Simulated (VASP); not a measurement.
A run of VASP 6.6.1 is set up as follows.

INCAR

```
  ALGO = Normal
  EDIFF = 1E-6
  ENCUT = 520
  GGA = PE
  ISIF = 2
  ISMEAR = 0
  LASPH = T
  LCHARG = F
  LREAL = F
  LWAVE = F
  NBANDS = 44
  NELM = 60
  PREC = Accurate
  SIGMA = 0.1
```

Contents of KPOINTS:

```
k-points
0
Gamma
  6 6 4
```

The input POSCAR:

```
CaGe4N
1.0
    5.8168220416     -0.0000000030      0.0000000000
   -2.9084110182      5.0375156588      0.0000000000
    0.0000000000      0.0000000000      3.9098418443
Ca Ge N
1 4 1
Direct
    0.0000000000      0.0000000000      0.0000000000
    0.6666666667      0.3333333333      0.0000000000
    1.0348857734      0.5174428867      0.5000000000
    0.4825571133      0.5174428867      0.5000000000
    0.4825571133     -0.0348857734      0.5000000000
    0.3333333333      0.6666666667      0.0000000000
```

Potentials or basis: VASP PAW PBE potentials, release 64 (Ca_sv, Ge_d, N).

Run with:

```console
$ cat potpaw_PBE.64/Ca_sv/POTCAR potpaw_PBE.64/Ge_d/POTCAR potpaw_PBE.64/N/POTCAR > POTCAR
$ mpirun -np 1 vasp_std > vasp.out
```

**Question.** What does it give for the largest force?

**Answer.** 0.008 eV/Å.

**Question.** Predict the pressure.

**Answer.** 0.2 GPa.

**Question.** Predict the band gap on the k mesh.

**Answer.** Zero (an odd number of electrons rules out a gap without spin polarisation).

Forces in eV/Å, atoms in the order of the input:
```
Ca   0.000  0.000  0.000
Ge   0.000  0.000  0.000
Ge  -0.007 -0.004  0.000
Ge   0.007 -0.004  0.000
Ge   0.000  0.008  0.000
N    0.000  0.000  0.000
```

Caveat: the k points lie up to 0.40 Å⁻¹ apart, too coarse for converged energies and pressures of a metal.
